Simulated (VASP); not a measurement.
# P (Cmce) in VASP: settings compared

P is run at these levels: PBE, r2SCAN; tasks: single point.

Everything below comes from runs of VASP 6.6.1. Logs are shortened: lines on timing, memory, paths and dates and some standing lists are left out, and cuts for length are marked.

**1. The cell of the first run**

Symmetry: Cmce, No. 64, orthorhombic system. The conventional cell has a = 3.360 Å, b = 11.144 Å, c = 4.633 Å, α = 90.00°, β = 90.00°, γ = 90.00°. Within 3.0 Å of P (site symmetry m) lie 3 P at 2.25 to 2.29 Å.

**2. Single point, PBE**

The input, INCAR:

```
PREC     = Accurate       # precision mode
ENCUT    = 520            # plane-wave cutoff, eV
EDIFF    = 1E-6           # SCF threshold, eV
ISMEAR   = -1             # smearing method
SIGMA    = 0.05           # smearing width, eV
LREAL    = F              # projectors in reciprocal space
LASPH    = T              # aspherical terms in the spheres
NELM     = 80             # most SCF steps
ALGO     = Normal         # electronic algorithm
ISIF     = 2              # what is computed and relaxed
LWAVE    = F              # write WAVECAR
LCHARG   = F              # write CHGCAR
GGA      = PE             # functional
NBANDS   = 18             # bands
```

The input, KPOINTS:

```
regular mesh
0
Gamma
  8 8 6
```

The input, POSCAR:

```
P
1.0
    1.6800600174     -5.5722225395      0.0000000000
    1.6800600174      5.5722225395      0.0000000000
    0.0000000000      0.0000000000      4.6327491080
P
4
Direct
    0.9041431300      0.0958568700      0.5888151700
    0.0958568700      0.9041431300      0.4111848300
    0.5958568700      0.4041431300      0.0888151700
    0.4041431300      0.5958568700      0.9111848300
```

Potentials or basis: VASP PAW PBE potentials, release 64 (P).

The run is started by

```console
> cat potpaw_PBE.64/P/POTCAR > POTCAR
> mpirun -np 1 vasp_std > vasp.out
```

OUTCAR:

```text
PREC = Accurate
   ENCUT = 520
   EDIFF = 1E-6
   ISMEAR = -1
   LREAL = F
   LASPH = T
   NELM = 80
   ISIF = 2
   GGA = PE

 ion  position               nearest neighbor table
   1  0.904  0.096  0.589-   4 2.25   4 2.25   2 2.29
   2  0.096  0.904  0.411-   3 2.25   3 2.25   1 2.29
   3  0.596  0.404  0.089-   2 2.25   2 2.25   4 2.29
   4  0.404  0.596  0.911-   1 2.25   1 2.25   3 2.29

  LATTYP: Found a base centered orthorhombic cell.
 ALAT       =     3.3601200348
 B/A-ratio  =     3.3166806434
 C/A-ratio  =     1.3787451222

  Lattice vectors:

 A1 = (   1.6800600174,  -5.5722225395,   0.0000000000)
 A2 = (   1.6800600174,   5.5722225395,   0.0000000000)
 A3 = (   0.0000000000,   0.0000000000,   4.6327491080)

Analysis of symmetry for initial positions (statically):
=====================================================================
 Subroutine PRICEL returns:
 Original cell was already a primitive cell.

 Routine SETGRP: Setting up the symmetry group for a
 base centered orthorhombic supercell.

 Subroutine GETGRP returns: Found  8 space group operations
 (whereof  4 operations were pure point group operations)
 out of a pool of  8 trial point group operations.

The static configuration has the point symmetry C_2h.
 The point group associated with its full space group is D_2h.

Analysis of symmetry for dynamics (positions and initial velocities):
=====================================================================
 Subroutine PRICEL returns:
 Original cell was already a primitive cell.

 Routine SETGRP: Setting up the symmetry group for a
 base centered orthorhombic supercell.

 Subroutine GETGRP returns: Found  8 space group operations
 (whereof  4 operations were pure point group operations)
 out of a pool of  8 trial point group operations.

The dynamic configuration has the point symmetry C_2h.
 The point group associated with its full space group is D_2h.

 Subroutine INISYM returns: Found  8 space group operations
 (whereof  4 operations are pure point group operations),
 and found     1 'primitive' translations

----------------------------------------------------------------------------------------

                                     Primitive cell

  volume of cell :      86.7405

  direct lattice vectors                    reciprocal lattice vectors
     1.680060017 -5.572222540  0.000000000     0.297608416 -0.089730802  0.000000000
[... 85 lines left out ...]
   LNONCOLLINEAR =      F non collinear calculations
   LSORBIT =      F    spin-orbit coupling
   LASPH  =      T    aspherical Exc in radial PAW
   ENCUT  =  520.0 eV  38.22 Ry    6.18 a.u.  10.82 10.82  8.61*2*pi/ulx,y,z
   NELM   =     80;   NELMIN=  2; NELMDL= -5     # of ELM steps
   EDIFF  = 0.1E-05   stopping-criterion for ELM
   LREAL  =      F    real-space projection
   EDIFFG = 0.1E-04   stopping-criterion for IOM
   NSW    =      0    number of steps for IOM
   IBRION =     -1    ionic relax: 0-MD 1-quasi-New 2-CG
   NFREE  =      0    steps in history (QN), initial steepest desc. (CG)
   ISIF   =      2    stress and relaxation
   ISYM   =      2    0-nonsym 1-usesym 2-fastsym
   POTIM  = 0.5000    time-step for ionic-motion
   TEBEG  =    0.0;   TEEND  =   0.0 temperature during run
   PSTRESS=    0.0 pullay stress
   NELECT =      20.0000    total number of electrons
   NUPDOWN=      -1.0000    fix difference up-down
   EMIN   =  10.00;   EMAX   =-10.00  energy-range for DOS
   EFERMI =   0.00;   METHOD = LEGACY
   ISMEAR =    -1;   SIGMA  =   0.05  broadening in eV -4-tet -1-fermi 0-gaus
   EFERMI_NEDOS =   21; number of points for ismear=-14 and -15
   IALGO  =     38    algorithm
   IMIX   =      4    mixing-type and parameters
     AMIX     =   0.40;   BMIX     =  1.00
     AMIX_MAG =   1.60;   BMIX_MAG =  1.00
  volume/ion in A,a.u.               =      21.69       146.34
  Fermi-wavevector in a.u.,A,eV,Ry     =   1.003870  1.897039 13.711340  1.007755
  Thomas-Fermi vector in A             =   2.136450
   LORBIT       =      0    0 simple, 1 ext, 2 COOP (PROOUT), +10 PAW based schemes
   GGA     = PE    functional components
   LHFCALC =     F    Hartree Fock is set to
   AEXX    =    0.0000 exact exchange contribution
   IVDW    =     0    specifies the selected vdW correction
   LEPSILON=     F    determine dielectric tensor
   LRPA    =     F    only Hartree local field effects (RPA)
 non-spin polarized calculation
  energy-cutoff  :      520.00
  volume of cell :       86.74
 maximum number of plane-waves:      2370
 NGX is ok and might be reduce to    48
   NGX = 21   NGY = 21   NGZ = 17

 number of electron      19.9999999 magnetization

 Free energy of the ion-electron system (eV)
  ---------------------------------------------------
  ext. energy  EPLUGINS =         0.00000000
  ---------------------------------------------------
  free energy    TOTEN  =       -21.47873348 eV

  energy without entropy =      -21.47852378  energy(sigma->0) =      -21.47862863

 E-fermi :   5.3231     XC(G=0):  -9.1764

 val. band max:        5.2105678485   @ k =   0.5000   0.5000   0.0000
 cond. band min:       5.4371565622   @ k =   0.5000   0.5000   0.0000
 fundamental gap:      0.2265887136
 Fermi energy:         5.3231391114

 k-point     1 :       0.0000    0.0000    0.0000
  band No.  band energies     occupation
      1     -10.0575      2.00000
      2      -7.4928      2.00000
      3      -4.3748      2.00000
      4      -1.1517      2.00000
      5       0.1218      2.00000
      6       0.6756      2.00000
[... 481 lines left out ...]
      5      -0.6681      2.00000
      6      -0.2990      2.00000
[... 10 lines left out ...]
     17      10.7575      0.00000
     18      11.9960      0.00000

 [... further k-points ...]
[... 5 lines left out ...]
  --------------------------------------------------------------------------------------
  -------------------------------------------------------------------------------------
  Total       -1.8490209     -0.8319049     -1.0498189      0.0000000      0.0000000      0.0000000
  in kB      -34.1531196    -15.3660498    -19.3911219      0.0000000      0.0000000      0.0000000
  external PRESSURE =     -22.9700971 kB  Pullay stress =       0.0000000 kB

 VOLUME and BASIS-vectors are now :
 -----------------------------------------------------------------------------
  energy-cutoff  :      520.00
  volume of cell :       86.74
      direct lattice vectors                 reciprocal lattice vectors
     1.680060017 -5.572222540  0.000000000     0.297608416 -0.089730802  0.000000000
     1.680060017  5.572222540  0.000000000     0.297608416  0.089730802  0.000000000
     0.000000000  0.000000000  4.632749108     0.000000000  0.000000000  0.215854556

 POSITION                                       TOTAL-FORCE (eV/Angst)
 -----------------------------------------------------------------------------------
      1.68006     -4.50395      2.72783         0.000000     -0.223243      0.046533
      1.68006      4.50395      1.90492         0.000000      0.223243     -0.046533
      1.68006     -1.06827      0.41146         0.000000      0.223243      0.046533
      1.68006      1.06827      4.22129         0.000000     -0.223243     -0.046533
 -----------------------------------------------------------------------------------
    total drift:                                0.000000     -0.000000      0.000000

  FREE ENERGIE OF THE ION-ELECTRON SYSTEM (eV)
  ---------------------------------------------------
  free  energy   TOTEN  =       -21.4787334762 eV

  energy  without entropy=      -21.4785237762  energy(sigma->0) =      -21.47862863
```

stdout:

```text
POSCAR found type information on POSCAR P
 POSCAR found :  1 types and       4 ions
 scaLAPACK will be used
 LDA part: xc-table for (Slater+PW92), standard interpolation
 POSCAR, INCAR and KPOINTS ok, starting setup
 FFT: planning ... GRIDC
 FFT: planning ... GRID_SOFT
 FFT: planning ... GRID
 WAVECAR not read
 entering main loop
```

It took 79 s on 1 thread of AMD EPYC 9R45 (Zen 5), shared host; peak memory 0.27 GiB.

Results:

| Property | Result |
| --- | --- |
| Free energy | -21.4787 eV |
| Pressure | -2.3 GPa |
| Largest force | 0.228 eV/Å |
| Band gap on the k mesh | 0.23 eV |

Forces on the atoms (eV/Å):
```
P    0.000 -0.223  0.047
P    0.000  0.223 -0.047
P    0.000  0.223  0.047
P    0.000 -0.223 -0.047
```

Levels at points of the mesh, in eV from the valence-band top:
| k point | band 7 | band 8 | band 9 | band 10 | band 11 | band 12 | band 13 | band 14 |
| --- | --- | --- | --- | --- | --- | --- | --- | --- |
| (0.00, 0.00, 0.00) | -3.85 | -2.55 | -2.44 | -1.09 | 0.67 | 1.10 | 1.84 | 2.72 |
| (0.50, 0.00, 0.00) | -3.21 | -3.21 | -2.50 | -2.50 | 0.73 | 0.73 | 1.59 | 1.59 |
| (0.50, 0.50, 0.00) | -3.94 | -2.30 | -1.45 | 0.00 | 0.23 | 0.89 | 1.99 | 2.62 |
| (0.00, 0.00, 0.50) | -3.11 | -3.11 | -1.57 | -1.57 | 1.32 | 1.32 | 2.85 | 2.85 |
| (0.50, 0.00, 0.50) | -5.07 | -5.07 | -1.71 | -1.71 | 1.72 | 1.72 | 3.35 | 3.35 |
| (0.50, 0.50, 0.50) | -2.66 | -2.66 | -1.89 | -1.89 | 1.38 | 1.38 | 2.49 | 2.49 |

A k mesh can miss the band edges.

**3. Single point, r2SCAN**

This run uses another cell than the first one, of 19.23 Å³/atom.

The input, POSCAR:

```
P
1.0
    1.6141062751     -5.3534750391      0.0000000000
    1.6141062751      5.3534750391      0.0000000000
    0.0000000000      0.0000000000      4.4508823070
P
4
Direct
    0.9041431300      0.0958568700      0.5888151700
    0.0958568700      0.9041431300      0.4111848300
    0.5958568700      0.4041431300      0.0888151700
    0.4041431300      0.5958568700      0.9111848300
```

The input, INCAR.step1:

```
SYSTEM = P
PREC = Accurate ; ENCUT = 520
ISMEAR = -1 ; SIGMA = 0.05
LREAL = .FALSE. ; LASPH = .TRUE.
NELM = 100 ; NBANDS = 18
GGA = PE ; ALGO = Normal
EDIFF = 1E-4 ; LWAVE = .TRUE.
LCHARG = .FALSE.
```

The input, INCAR.step2:

```
SYSTEM = P
PREC = Accurate ; ENCUT = 520
EDIFF = 1E-7 ; ISMEAR = -1
SIGMA = 0.05 ; LREAL = .FALSE.
LASPH = .TRUE. ; NELM = 100
ALGO = Normal ; ISIF = 2
LWAVE = .FALSE. ; LCHARG = .TRUE.
METAGGA = R2SCAN ; LMIXTAU = .TRUE.
LELF = .TRUE. ; LVHAR = .TRUE.
NBANDS = 18 ; ISTART = 1
```

The input, KPOINTS:

```
Automatic mesh
0
G
  8 8 6
  0 0 0
```

Potentials or basis: VASP PAW PBE potentials, release 64 (P).

The run is started by

```console
> cat potpaw_PBE.64/P/POTCAR > POTCAR
> cp INCAR.step1 INCAR
> mpirun -np 1 vasp_std > vasp.out
> cp INCAR.step2 INCAR
> mpirun -np 1 vasp_std > vasp.out
```

Run time: 5.1 min. Hardware: 1 thread of AMD EPYC 9R45 (Zen 5), shared host; peak memory 0.25 GiB.

The run converged. Its results:

- Free energy: -35.8398 eV
- Pressure: 5.5 GPa
- Largest force: 0.543 eV/Å
- Band gap on the k mesh: 0.16 eV

Forces on the atoms (eV/Å):
```
P    0.000  0.421 -0.343
P    0.000 -0.421  0.343
P    0.000 -0.421 -0.343
P    0.000  0.421  0.343
```

Stress tensor (GPa, compression positive):
```
6.94 0.00 0.00
0.00 4.46 0.00
0.00 0.00 5.15
```

Levels at points of the mesh, in eV from the valence-band top:
| k point | band 8 | band 9 | band 10 | band 11 | band 12 | band 13 |
| --- | --- | --- | --- | --- | --- | --- |
| (0.00, 0.00, 0.00) | -3.15 | -2.87 | -1.40 | 0.61 | 1.20 | 2.26 |
| (0.50, 0.00, 0.00) | -3.76 | -2.88 | -2.88 | 0.83 | 0.83 | 1.57 |
| (0.50, 0.50, 0.00) | -2.69 | -1.80 | 0.00 | 0.16 | 0.98 | 2.57 |
| (0.00, 0.00, 0.50) | -3.66 | -1.82 | -1.82 | 1.86 | 1.86 | 3.17 |
| (0.50, 0.00, 0.50) | -5.74 | -2.01 | -2.01 | 1.82 | 1.82 | 3.78 |
| (0.50, 0.50, 0.50) | -3.08 | -2.11 | -2.11 | 1.69 | 1.69 | 3.00 |

Caveat: the cell stands under pressure; the PAW data sets were made with another functional, which shifts forces and pressure a little.
